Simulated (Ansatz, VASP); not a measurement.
# CaB6 in VASP and in Ansatz

```
Ca B
1.0
     3.95516    0.00000    0.00000
     0.00000    3.95516    0.00000
     0.00000    0.00000    3.95516
Ca B
1 6
Cartesian
  1.9776 1.9776 1.9776
  0.0000 0.0000 1.1882
  0.0000 0.0000 2.7670
  1.1882 0.0000 0.0000
  2.7670 0.0000 0.0000
  0.0000 1.1882 0.0000
  0.0000 2.7670 0.0000
```

Alike in both runs: functional PBEsol; k mesh 10 × 10 × 10; occupations gaussian, width 0.1 eV; no spin polarisation.

Ansatz relaxed the structure, and its values are those at the end. VASP's run is a single point on that final structure, the one shown.

|  | VASP | Ansatz |
| --- | --- | --- |
| version | VASP 6.6.1 | Ansatz 0.2.0 |
| potentials or method | VASP PAW PBE potentials, release 64 (Ca_sv, B), cutoff 520 eV | scalar-relativistic, plane waves, PAW |
| valence electrons in the cell | 28 | 28 |

VASP gave:

| Property | Result |
| --- | --- |
| gap on the k mesh at the Fermi level (eV) | none |
| pressure (GPa) | 24.9 |
| rms of the force components (eV/Å) | 0.025 |

Task: What did Ansatz give for the same quantities?

Result: gap on the k mesh at the Fermi level (eV): none; pressure (GPa): 24.4; rms of the force components (eV/Å): 0.000.

VASP's potentials were made for PBE, not for PBEsol. A gap of «none» marks a metal or a gap that the smearing closes. Ansatz's warnings: stress scf threshold loose.
